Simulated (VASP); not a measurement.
# As in VASP: further runs, part 2 of 2

VASP 6.6.1.

### 3 Single point, PBE

Contents of INCAR:

```
PREC = Accurate ; ENCUT = 520
EDIFF = 1E-7 ; ISMEAR = 0
SIGMA = 0.02 ; LREAL = False
LASPH = True ; NELM = 60
ALGO = Normal ; ISIF = 2
LWAVE = False ; LCHARG = True
LDIPOL = True ; IDIPOL = 3
DIPOL = 0.5 0.5 0.500 ; GGA = PE
LELF = True ; LVHAR = True
LVACPOTAV = True ; NBANDS = 12
```

Contents of KPOINTS:

```
regular mesh
0
Gamma
  9 9 1
```

Contents of POSCAR:

```
As
1.0
    3.7280000000      0.0000000000      0.0000000000
   -1.8640000000      3.2285427053      0.0000000000
    0.0000000000      0.0000000000     28.0000000000
As
2
Direct
    0.3333333333      0.6666666667      0.5053214286
    0.6666666667      0.3333333333      0.4946785714
```

Potentials or basis: VASP PAW PBE potentials, release 64 (As).

Launch:

```console
> cat potpaw_PBE.64/As/POTCAR > POTCAR
> mpirun -np 1 vasp_std > vasp.out
```

OUTCAR:

```text
PREC = Accurate
   ENCUT = 520
   EDIFF = 1E-7
   ISMEAR = 0
   LREAL = False
   LASPH = True
   NELM = 60
   ISIF = 2
   GGA = PE

 ion  position               nearest neighbor table
   1  0.333  0.667  0.505-   2 2.17   2 2.17   2 2.17
   2  0.667  0.333  0.495-   1 2.17   1 2.17   1 2.17

  LATTYP: Found a hexagonal cell.
 ALAT       =     3.7280000000
 C/A-ratio  =     7.5107296137

  Lattice vectors:

 A1 = (   3.7280000000,   0.0000000000,   0.0000000000)
 A2 = (  -1.8640000000,   3.2285427053,   0.0000000000)
 A3 = (   0.0000000000,   0.0000000000,  28.0000000000)

Analysis of symmetry for initial positions (statically):
=====================================================================
 Subroutine PRICEL returns:
 Original cell was already a primitive cell.

 Routine SETGRP: Setting up the symmetry group for a
 hexagonal supercell.

 Subroutine GETGRP returns: Found 12 space group operations
 (whereof 12 operations were pure point group operations)
 out of a pool of 24 trial point group operations.

The static configuration has the point symmetry D_3d.

Analysis of symmetry for dynamics (positions and initial velocities):
=====================================================================
 Subroutine PRICEL returns:
 Original cell was already a primitive cell.

 Routine SETGRP: Setting up the symmetry group for a
 hexagonal supercell.

 Subroutine GETGRP returns: Found 12 space group operations
 (whereof 12 operations were pure point group operations)
 out of a pool of 24 trial point group operations.

The dynamic configuration has the point symmetry D_3d.

 Subroutine INISYM returns: Found 12 space group operations
 (whereof 12 operations are pure point group operations),
 and found     1 'primitive' translations

----------------------------------------------------------------------------------------

                                     Primitive cell

  volume of cell :     337.0082

  direct lattice vectors                    reciprocal lattice vectors
[... 111 lines left out ...]
   NGX = 13   NGY = 13   NGZ =105

 number of electron      10.0000001 magnetization

 dipolmoment           0.000000      0.000000     -0.000000 electrons x Angstroem

 Free energy of the ion-electron system (eV)
  ---------------------------------------------------
  ext. energy  EPLUGINS =         0.00000000
  ---------------------------------------------------
  free energy    TOTEN  =        -6.17113225 eV

  energy without entropy =       -6.16861801  energy(sigma->0) =       -6.16987513

 E-fermi :  -2.9220     XC(G=0):  -1.6144

 val. band max:       -3.1832903176   @ k =   0.1111   0.1111   0.0000
 cond. band min:      -2.9190609619   @ k =   0.2222   0.2222   0.0000
 fundamental gap:      0.2642293557
 Fermi energy:        -2.9219537699

 k-point     1 :       0.0000    0.0000    0.0000
  band No.  band energies     occupation
      1     -19.3180      2.00000
      2      -8.4748      2.00000
      3      -7.1761      2.00000
      4      -7.1761      2.00000
      5      -5.6346      2.00000
      6      -1.3394      0.00000
      7      -1.3394      0.00000
      8      -0.7998      0.00000
      9       0.9314      0.00000
     10       1.2285      0.00000
     11       1.5403      0.00000
     12       1.6728      0.00000
[... 151 lines left out ...]
 k-point    12 :       0.3333    0.3333    0.0000
  band No.  band energies     occupation
      1     -15.7393      2.00000
      2     -15.7393      2.00000
      3     -10.6746      2.00000
      4      -4.8037      2.00000
      5      -4.8037      2.00000
      6       1.0035      0.00000
      7       1.2085      0.00000
      8       1.2085      0.00000
      9       2.6394      0.00000
     10       4.0863      0.00000
     11       4.0863      0.00000
     12       5.2895      0.00000

------------------------ aborting loop because EDIFF is reached ----------------------------------------

 vacuum level on the upper side and lower side of the slab       (xc-potential included)        -0.079        -0.079

  FORCE on cell =-STRESS in cart. coord.  units (eV):
  Direction    XX          YY          ZZ          XY          YZ          ZX
  --------------------------------------------------------------------------------------
  -------------------------------------------------------------------------------------
  Total       14.8061469     14.8061469      0.6137538     -0.0000000      0.0000000      0.0000000
  in kB       70.3901947     70.3901947      2.9178592     -0.0000000      0.0000000      0.0000000
  external PRESSURE =      47.8994162 kB  Pullay stress =       0.0000000 kB

 VOLUME and BASIS-vectors are now :
 -----------------------------------------------------------------------------
  energy-cutoff  :      520.00
  volume of cell :      337.01
      direct lattice vectors                 reciprocal lattice vectors
     3.728000000  0.000000000  0.000000000     0.268240343  0.154868634  0.000000000
    -1.864000000  3.228542705  0.000000000     0.000000000  0.309737269  0.000000000
     0.000000000  0.000000000 28.000000000     0.000000000  0.000000000  0.035714286

 POSITION                                       TOTAL-FORCE (eV/Angst)
 -----------------------------------------------------------------------------------
     -0.00000      2.15236     14.14900        -0.000000      0.000000      2.067072
      1.86400      1.07618     13.85100         0.000000     -0.000000     -2.067072
 -----------------------------------------------------------------------------------
    total drift:                               -0.000000      0.000000      0.000000

  FREE ENERGIE OF THE ION-ELECTRON SYSTEM (eV)
  ---------------------------------------------------
  free  energy   TOTEN  =        -6.1711322531 eV

  energy  without entropy=       -6.1686180084  energy(sigma->0) =       -6.16987513

 vacuum level on the upper side and lower side of the slab         1.222         1.222
```

Run time: 50 s. Hardware: 1 thread of Intel Xeon 6975P-C (Granite Rapids), shared host; peak memory 0.39 GiB.

Results:

| Item | Value |
| --- | --- |
| Free energy | -6.1711 eV |
| Largest force | 2.067 eV/Å |
| Band gap on the k mesh | zero (band 5 reaches -2.90 eV, above the bottom of band 6 at -3.56 eV) |
| Work function of the upper face | 4.14 eV |
| Work function of the lower face | 4.14 eV |

Forces on the atoms (eV/Å):
```
As   0.000  0.000  2.067
As   0.000  0.000 -2.067
```

Levels at points of the mesh, in eV from the Fermi level:
| k point | band 1 | band 2 | band 3 | band 4 | band 5 | band 6 | band 7 | band 8 | band 9 | band 10 |
| --- | --- | --- | --- | --- | --- | --- | --- | --- | --- | --- |
| (0.00, 0.00, 0.00) | -16.40 | -5.55 | -4.25 | -4.25 | -2.71 | 1.58 | 1.58 | 2.12 | 3.85 | 4.15 |

### 4 Single point, PBE

Contents of INCAR:

```
SYSTEM = As
PREC = Accurate ; ENCUT = 520
EDIFF = 1E-6 ; ISMEAR = 0
SIGMA = 0.02 ; LREAL = .FALSE.
LASPH = .TRUE. ; NELM = 100
ALGO = Normal ; ISIF = 2
LWAVE = .FALSE. ; LCHARG = .FALSE.
LDIPOL = .TRUE. ; IDIPOL = 3
DIPOL = 0.5 0.5 0.500 ; GGA = PE
NBANDS = 12
```

Contents of KPOINTS:

```
regular mesh
0
G
  9 9 1
  0 0 0
```

Contents of POSCAR:

```
As
1.0
    3.7280000000      0.0000000000      0.0000000000
   -1.8640000000      3.2285427053      0.0000000000
    0.0000000000      0.0000000000     28.0000000000
As
2
Direct
    0.3333333333      0.6666666667      0.5159642857
    0.6666666667      0.3333333333      0.4840357143
```

Launch:

```console
> cat potpaw_PBE.64/As/POTCAR > POTCAR
> mpirun -np 1 vasp_std > vasp.out
```

Run time: 45 s. Hardware: 1 thread of Intel Xeon 6975P-C (Granite Rapids), shared host; peak memory 0.39 GiB.

It converged, with:

- Free energy: -8.1077 eV
- Largest force: 3.215 eV/Å
- Band gap on the k mesh: zero (band 5 reaches -3.04 eV, above the bottom of band 6 at -3.17 eV)

Forces on the atoms (eV/Å):
```
As   0.000  0.000  3.215
As   0.000  0.000 -3.215
```

Levels at points of the mesh, in eV from the Fermi level:
```tsv
k point	band 3	band 4	band 5	band 6	band 7	band 8
(0.00, 0.00, 0.00)	-2.88	-2.88	-1.16	0.15	1.92	1.92
```
